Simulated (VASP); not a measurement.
# GaN (P6_3mc) in VASP: settings compared

GaN is run at these levels: PBE, r2SCAN, B3LYP; tasks: single point.

All numbers are computed with VASP 6.6.1; they aren't measurements. Logs are shortened: lines on timing, memory, paths and dates and some standing lists are left out, and cuts for length are marked.

## Step 1: The cell of the first run

Symmetry: P6_3mc, No. 186, hexagonal system. The conventional cell has a = 3.180 Å, b = 3.180 Å, c = 5.166 Å, α = 90.00°, β = 90.00°, γ = 120.00°. Within 2.6 Å of Ga (site symmetry 3m) lie 4 N at 1.94 to 1.95 Å. Within 2.6 Å of N (site symmetry 3m) lie 4 Ga at 1.94 to 1.95 Å.

## Step 2: Single point, PBE

File INCAR:

```
ALGO = Normal ; EDIFF = 1E-6
ENCUT = 600 ; GGA = PE
GGA_COMPAT = F ; ISIF = 2
ISMEAR = 0 ; LASPH = T
LCHARG = F ; LREAL = F
LWAVE = F ; NBANDS = 26
NELM = 120 ; PREC = Accurate
SIGMA = 0.01
```

File KPOINTS:

```
k-points
0
Gamma
  6 6 2
```

File POSCAR:

```
GaN
1.0
    3.1800000000      0.0000000000      0.0000000000
   -1.5900000000      2.7539607840      0.0000000000
    0.0000000000      0.0000000000      5.1660000000
Ga N
2 2
Direct
    0.3333333333      0.6666666667      0.0000000000
    0.6666666667      0.3333333333      0.5000000000
    0.3333333333      0.6666666667      0.3750000000
    0.6666666667      0.3333333333      0.8750000000
```

Potentials or basis: VASP PAW PBE potentials, release 64 (Ga_d, N).

On the command line:

```
cat potpaw_PBE.64/Ga_d/POTCAR potpaw_PBE.64/N/POTCAR > POTCAR
mpirun -np 1 vasp_std > vasp.out
```

OUTCAR:

```text
EDIFF = 1E-6
   ENCUT = 600
   GGA = PE
   ISIF = 2
   ISMEAR = 0
   LASPH = T
   LREAL = F
   NELM = 120
   PREC = Accurate

 ion  position               nearest neighbor table
   1  0.333  0.667  0.000-   3 1.94   4 1.95   4 1.95   4 1.95
   2  0.667  0.333  0.500-   4 1.94   3 1.95   3 1.95   3 1.95
   3  0.333  0.667  0.375-   1 1.94   2 1.95   2 1.95   2 1.95
   4  0.667  0.333  0.875-   2 1.94   1 1.95   1 1.95   1 1.95

  LATTYP: Found a hexagonal cell.
 ALAT       =     3.1800000000
 C/A-ratio  =     1.6245283019

  Lattice vectors:

 A1 = (   3.1800000000,   0.0000000000,   0.0000000000)
 A2 = (  -1.5900000000,   2.7539607840,   0.0000000000)
 A3 = (   0.0000000000,   0.0000000000,   5.1660000000)

Analysis of symmetry for initial positions (statically):
=====================================================================
 Subroutine PRICEL returns:
 Original cell was already a primitive cell.

 Routine SETGRP: Setting up the symmetry group for a
 hexagonal supercell.

 Subroutine GETGRP returns: Found 12 space group operations
 (whereof  6 operations were pure point group operations)
 out of a pool of 24 trial point group operations.

The static configuration has the point symmetry C_3v.
 The point group associated with its full space group is C_6v.

Analysis of symmetry for dynamics (positions and initial velocities):
=====================================================================
 Subroutine PRICEL returns:
 Original cell was already a primitive cell.

 Routine SETGRP: Setting up the symmetry group for a
 hexagonal supercell.

 Subroutine GETGRP returns: Found 12 space group operations
 (whereof  6 operations were pure point group operations)
 out of a pool of 24 trial point group operations.

The dynamic configuration has the point symmetry C_3v.
 The point group associated with its full space group is C_6v.

 Subroutine INISYM returns: Found 12 space group operations
 (whereof  6 operations are pure point group operations),
 and found     1 'primitive' translations

----------------------------------------------------------------------------------------

                                     Primitive cell
[... 78 lines left out ...]
   ISPIN  =      1    spin polarized calculation?
   LNONCOLLINEAR =      F non collinear calculations
   LSORBIT =      F    spin-orbit coupling
   LASPH  =      T    aspherical Exc in radial PAW
   ENCUT  =  600.0 eV  44.10 Ry    6.64 a.u.   6.35  6.35 10.32*2*pi/ulx,y,z
   NELM   =    120;   NELMIN=  2; NELMDL= -5     # of ELM steps
   EDIFF  = 0.1E-05   stopping-criterion for ELM
   LREAL  =      F    real-space projection
   EDIFFG = 0.1E-04   stopping-criterion for IOM
   NSW    =      0    number of steps for IOM
   IBRION =     -1    ionic relax: 0-MD 1-quasi-New 2-CG
   NFREE  =      0    steps in history (QN), initial steepest desc. (CG)
   ISIF   =      2    stress and relaxation
   ISYM   =      2    0-nonsym 1-usesym 2-fastsym
   POTIM  = 0.5000    time-step for ionic-motion
   TEBEG  =    0.0;   TEEND  =   0.0 temperature during run
   PSTRESS=    0.0 pullay stress
   NELECT =      36.0000    total number of electrons
   NUPDOWN=      -1.0000    fix difference up-down
   EMIN   =  10.00;   EMAX   =-10.00  energy-range for DOS
   EFERMI =   0.00;   METHOD = LEGACY
   ISMEAR =     0;   SIGMA  =   0.01  broadening in eV -4-tet -1-fermi 0-gaus
   EFERMI_NEDOS =   21; number of points for ismear=-14 and -15
   IALGO  =     38    algorithm
   IMIX   =      4    mixing-type and parameters
     AMIX     =   0.40;   BMIX     =  1.00
     AMIX_MAG =   1.60;   BMIX_MAG =  1.00
  volume/ion in A,a.u.               =      11.31        76.33
  Fermi-wavevector in a.u.,A,eV,Ry     =   1.517036  2.866782 31.312427  2.301398
  Thomas-Fermi vector in A             =   2.626345
   LORBIT       =      0    0 simple, 1 ext, 2 COOP (PROOUT), +10 PAW based schemes
   GGA     = PE    functional components
   LHFCALC =     F    Hartree Fock is set to
   AEXX    =    0.0000 exact exchange contribution
   IVDW    =     0    specifies the selected vdW correction
   LEPSILON=     F    determine dielectric tensor
   LRPA    =     F    only Hartree local field effects (RPA)
 non-spin polarized calculation
 Gauss-broadening in eV      SIGMA  =   0.01
  energy-cutoff  :      600.00
  volume of cell :       45.24
 maximum number of plane-waves:      1530
 NGX is ok and might be reduce to    28
   NGX = 13   NGY = 13   NGZ = 21

 number of electron      35.9999995 magnetization

 Free energy of the ion-electron system (eV)
  ---------------------------------------------------
  ext. energy  EPLUGINS =         0.00000000
  ---------------------------------------------------
  free energy    TOTEN  =       -24.28320758 eV

  energy without entropy =      -24.28320758  energy(sigma->0) =      -24.28320758

 E-fermi :   5.4759     XC(G=0): -11.7216

 val. band max:        5.4330713890   @ k =   0.0000   0.0000   0.0000
 cond. band min:       7.4060643017   @ k =   0.0000   0.0000   0.0000
 fundamental gap:      1.9729929127
 Fermi energy:         5.4758795367

 k-point     1 :       0.0000    0.0000    0.0000
  band No.  band energies     occupation
      1     -10.6376      2.00000
      2      -9.6778      2.00000
      3      -8.0242      2.00000
      4      -8.0028      2.00000
      5      -8.0028      2.00000
      6      -7.9382      2.00000
[... 395 lines left out ...]
     25      19.4872      0.00000
     26      19.4904      0.00000

------------------------ aborting loop because EDIFF is reached ----------------------------------------

  FORCE on cell =-STRESS in cart. coord.  units (eV):
  Direction    XX          YY          ZZ          XY          YZ          ZX
  --------------------------------------------------------------------------------------
  -------------------------------------------------------------------------------------
  Total        1.8045306      1.8045306      2.4337206      0.0000000      0.0000000      0.0000000
  in kB       63.9051076     63.9051076     86.1870526      0.0000000      0.0000000      0.0000000
  external PRESSURE =      71.3324226 kB  Pullay stress =       0.0000000 kB

 VOLUME and BASIS-vectors are now :
 -----------------------------------------------------------------------------
  energy-cutoff  :      600.00
  volume of cell :       45.24
      direct lattice vectors                 reciprocal lattice vectors
     3.180000000  0.000000000  0.000000000     0.314465409  0.181556688  0.000000000
    -1.590000000  2.753960784  0.000000000     0.000000000  0.363113377  0.000000000
     0.000000000  0.000000000  5.166000000     0.000000000  0.000000000  0.193573364

 POSITION                                       TOTAL-FORCE (eV/Angst)
 -----------------------------------------------------------------------------------
     -0.00000      1.83597      0.00000        -0.000000     -0.000000     -0.132034
      1.59000      0.91799      2.58300         0.000000     -0.000000     -0.132034
     -0.00000      1.83597      1.93725        -0.000000      0.000000      0.132034
      1.59000      0.91799      4.52025        -0.000000     -0.000000      0.132034
 -----------------------------------------------------------------------------------
    total drift:                               -0.000000     -0.000000     -0.000219

  FREE ENERGIE OF THE ION-ELECTRON SYSTEM (eV)
  ---------------------------------------------------
  free  energy   TOTEN  =       -24.2832075822 eV

  energy  without entropy=      -24.2832075822  energy(sigma->0) =      -24.28320758
```

It took 21 s on 1 thread of AMD EPYC 7R13 (Zen 3), shared host; peak memory 0.15 GiB.

Results:

```yaml
Free_energy: -24.2832 eV
Pressure: 7.1 GPa
Largest_force: 0.132 eV/Å
Band_gap_on_the_k_mesh: 1.97 eV
```

Forces in eV/Å, atoms in the order of the input:
```
Ga   0.000  0.000 -0.132
Ga   0.000  0.000 -0.132
N    0.000  0.000  0.132
N    0.000  0.000  0.132
```

Levels at points of the mesh, in eV from the valence-band top:
| k point | band 14 | band 15 | band 16 | band 17 | band 18 | band 19 | band 20 | band 21 | band 22 | band 23 |
| --- | --- | --- | --- | --- | --- | --- | --- | --- | --- | --- |
| (0.00, 0.00, 0.00) | -1.06 | -1.06 | -0.06 | 0.00 | 0.00 | 1.97 | 4.30 | 9.26 | 9.92 | 9.92 |
| (0.50, 0.00, 0.00) | -5.30 | -4.27 | -2.78 | -2.26 | -0.99 | 5.08 | 5.61 | 6.08 | 8.67 | 10.39 |
| (0.00, 0.00, 0.50) | -3.87 | -0.55 | -0.55 | -0.55 | -0.55 | 4.29 | 4.29 | 8.54 | 8.54 | 10.44 |
| (0.50, 0.00, 0.50) | -6.64 | -1.96 | -1.96 | -1.93 | -1.93 | 4.43 | 4.43 | 7.84 | 7.84 | 10.03 |

Caveat: the k points lie up to 0.61 Å⁻¹ apart. Expect the measured gap to be larger: semilocal functionals such as PBE lack the derivative discontinuity.

## Step 3: Single point, r2SCAN

POSCAR is that of step 2.

File INCAR.step1:

```
PREC = Accurate
ENCUT = 660
ISMEAR = 0
SIGMA = 0.01
LREAL = False
LASPH = True
NELM = 120
NBANDS = 26
GGA = PE
ALGO = Normal
EDIFF = 1E-5
LWAVE = True
LCHARG = False
GGA_COMPAT = False
```

File INCAR.step2:

```
PREC = Accurate
ENCUT = 660
EDIFF = 1E-6
ISMEAR = 0
SIGMA = 0.01
LREAL = False
LASPH = True
NELM = 120
ALGO = Normal
ISIF = 2
LWAVE = False
LCHARG = False
METAGGA = R2SCAN
LMIXTAU = True
NBANDS = 26
ISTART = 1
GGA_COMPAT = False
```

File KPOINTS:

```
Automatic mesh
0
Gamma
  6 6 2
```

Potentials or basis: VASP PAW PBE potentials, release 64 (Ga_d, N).

On the command line:

```
cat potpaw_PBE.64/Ga_d/POTCAR potpaw_PBE.64/N/POTCAR > POTCAR
cp INCAR.step1 INCAR
mpirun -np 1 vasp_std > vasp.out
cp INCAR.step2 INCAR
mpirun -np 1 vasp_std > vasp.out
```

Wall time 92 s (1 thread of AMD EPYC 7R13 (Zen 3), shared host); peak memory 0.17 GiB.

Results (log left out):

- Free energy: -43.8134 eV
- Pressure: 2.1 GPa
- Largest force: 0.138 eV/Å
- Band gap on the k mesh: 2.38 eV

Forces on the atoms (eV/Å):
```
Ga   0.000  0.000 -0.138
Ga   0.000  0.000 -0.138
N    0.000  0.000  0.138
N    0.000  0.000  0.138
```

Stress tensor (GPa, compression positive):
```
1.39 0.00 0.00
0.00 1.39 0.00
0.00 0.00 3.55
```

Levels at points of the mesh, in eV from the valence-band top:
| k point | band 14 | band 15 | band 16 | band 17 | band 18 | band 19 | band 20 | band 21 | band 22 | band 23 |
| --- | --- | --- | --- | --- | --- | --- | --- | --- | --- | --- |
| (0.00, 0.00, 0.00) | -1.09 | -1.09 | -0.06 | 0.00 | 0.00 | 2.38 | 4.84 | 10.00 | 10.59 | 10.59 |
| (0.50, 0.00, 0.00) | -5.39 | -4.36 | -2.86 | -2.29 | -1.02 | 5.58 | 6.15 | 6.56 | 9.40 | 11.03 |
| (0.00, 0.00, 0.50) | -3.95 | -0.56 | -0.56 | -0.56 | -0.56 | 4.79 | 4.79 | 9.23 | 9.23 | 11.12 |
| (0.50, 0.00, 0.50) | -6.75 | -2.02 | -2.02 | -1.98 | -1.98 | 4.90 | 4.90 | 8.47 | 8.47 | 10.80 |

Caveat: the k points lie up to 0.61 Å⁻¹ apart; the PAW data sets were made with another functional, which shifts forces and pressure a little. r2SCAN opens gaps a little over a GGA but as a rule still falls short of measured ones.

## Step 4: Single point, B3LYP

POSCAR is that of step 3.

File INCAR.step1:

```
SYSTEM = GaN
PREC = Accurate ; ENCUT = 520
EDIFF = 1E-5 ; ISMEAR = 0
SIGMA = 0.01 ; LREAL = .FALSE.
LASPH = .TRUE. ; NELM = 120
ALGO = Normal ; ISIF = 2
LWAVE = .TRUE. ; GGA = PE
NBANDS = 26 ; GGA_COMPAT = .FALSE.
```

File INCAR.step2:

```
SYSTEM = GaN
PREC = Accurate ; ENCUT = 520
EDIFF = 1E-6 ; ISMEAR = 0
SIGMA = 0.01 ; LREAL = .FALSE.
LASPH = .TRUE. ; NELM = 120
ALGO = Normal ; ISIF = 2
LWAVE = .FALSE. ; LCHARG = .TRUE.
GGA = B3 ; LHFCALC = .TRUE.
AEXX = 0.2 ; AGGAX = 0.72
AGGAC = 0.81 ; ALDAC = 0.19
PRECFOCK = Normal ; LELF = .TRUE.
LVHAR = .TRUE. ; ISTART = 1
NBANDS = 26 ; GGA_COMPAT = .FALSE.
```

File KPOINTS:

```
regular mesh
0
G
  6 6 2
  0 0 0
```

On the command line:

```
cat potpaw_PBE.64/Ga_d/POTCAR potpaw_PBE.64/N/POTCAR > POTCAR
cp INCAR.step1 INCAR
mpirun -np 1 vasp_std > vasp.out
cp INCAR.step2 INCAR
mpirun -np 1 vasp_std > vasp.out
```

Wall time 28 min (1 thread of AMD EPYC 7R13 (Zen 3), shared host); peak memory 0.14 GiB.

It converged, with:

```yaml
Free_energy: -27.9741 eV
Pressure: 7.7 GPa
Largest_force: 0.147 eV/Å
Band_gap_on_the_k_mesh: 3.67 eV
```

Forces in eV/Å, atoms in the order of the input:
```
Ga   0.000  0.000 -0.147
Ga   0.000  0.000 -0.147
N    0.000  0.000  0.147
N    0.000  0.000  0.147
```

Stress tensor (GPa, compression positive):
```
6.93 0.00 0.00
0.00 6.93 0.00
0.00 0.00 9.23
```

Levels at points of the mesh, in eV from the valence-band top:
| k point | band 14 | band 15 | band 16 | band 17 | band 18 | band 19 | band 20 | band 21 | band 22 | band 23 |
| --- | --- | --- | --- | --- | --- | --- | --- | --- | --- | --- |
| (0.00, 0.00, 0.00) | -1.13 | -1.13 | -0.09 | 0.00 | 0.00 | 3.67 | 6.08 | 11.39 | 11.81 | 11.81 |
| (0.50, 0.00, 0.00) | -5.60 | -4.50 | -2.94 | -2.35 | -1.06 | 6.86 | 7.44 | 7.90 | 10.74 | 12.32 |
| (0.00, 0.00, 0.50) | -4.08 | -0.58 | -0.58 | -0.58 | -0.58 | 6.08 | 6.08 | 10.53 | 10.53 | 12.37 |
| (0.50, 0.00, 0.50) | -7.02 | -2.08 | -2.08 | -2.05 | -2.05 | 6.20 | 6.20 | 9.75 | 9.75 | 12.16 |

Caveat: the k points lie up to 0.61 Å⁻¹ apart; the PAW data sets were made with another functional, which shifts forces and pressure a little.

## Step 5: Summary

```csv
level,cutoff (eV),grid for exact exchange (PRECFOCK),share of exact exchange,gap on the mesh (eV),pressure (GPa),largest force (eV/Å)
PBE,600,-,-,1.97,7.1,0.13
r2SCAN,660,-,-,2.38,2.1,0.14
B3LYP,520,Normal,0.2,3.67,7.7,0.15
```

Alike in all rows: task single point; potentials or basis VASP PAW PBE potentials, release 64 (Ga_d, N); no spin polarisation; cell as given; k mesh 6 × 6 × 2; smearing gaussian 0.01 eV.

Caveats: all runs use coarse meshes; the PAW data sets were made with another functional, which shifts forces and pressure a little (at least some runs).

Total energies depend on the potentials used, so only differences within one code and one set of settings carry meaning.
